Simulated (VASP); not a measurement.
A run of VASP 6.6.1 is set up as follows.

The input INCAR:

```
PREC = Accurate ; ENCUT = 520
EDIFF = 1E-6 ; ISMEAR = -1
SIGMA = 0.05 ; LREAL = False
LASPH = True ; NELM = 80
ALGO = Normal ; ISIF = 2
LWAVE = False ; LCHARG = False
GGA = PE ; NBANDS = 32
```

Contents of KPOINTS:

```
regular mesh
0
Gamma
  6 6 6
```

File POSCAR:

```
Bi2Te3
1.0
    2.2158372632      1.2793161773      9.9797156580
   -2.2158372632      1.2793161773      9.9797156580
    0.0000000000     -2.5586323546      9.9797156580
Bi Te
2 3
Direct
    0.1880000000      0.1880000000      0.1880000000
    0.5980000000      0.5980000000      0.5980000000
    0.3890000000      0.3890000000      0.3890000000
    0.8000000000      0.8000000000      0.8000000000
    0.0000000000      0.0000000000      0.0000000000
```

Potentials or basis: VASP PAW PBE potentials, release 64 (Bi_d, Te).

The run is started by

```console
$ cat potpaw_PBE.64/Bi_d/POTCAR potpaw_PBE.64/Te/POTCAR > POTCAR
$ mpirun -np 1 vasp_std > vasp.out
```

**Question.** What does it give for the largest force?

**Answer.** 1.210 eV/Å.

**Question.** What does it give for the pressure?

**Answer.** 1.1 GPa.

**Question.** Predict the band gap on the k mesh.

**Answer.** Zero (bands 24 and 25 overlap by 0.10 eV).

Forces in eV/Å, atoms in the order of the input:
```
Bi   0.000  0.000  0.812
Bi   0.000  0.000  0.483
Te   0.000  0.000  0.685
Te   0.000  0.000 -0.770
Te   0.000  0.000 -1.210
```

Caveat: spin-orbit coupling is left out, which moves the levels of the heavy elements; forces of over 1 eV/Å act on the atoms, so gaps and moduli don't describe the material at rest.
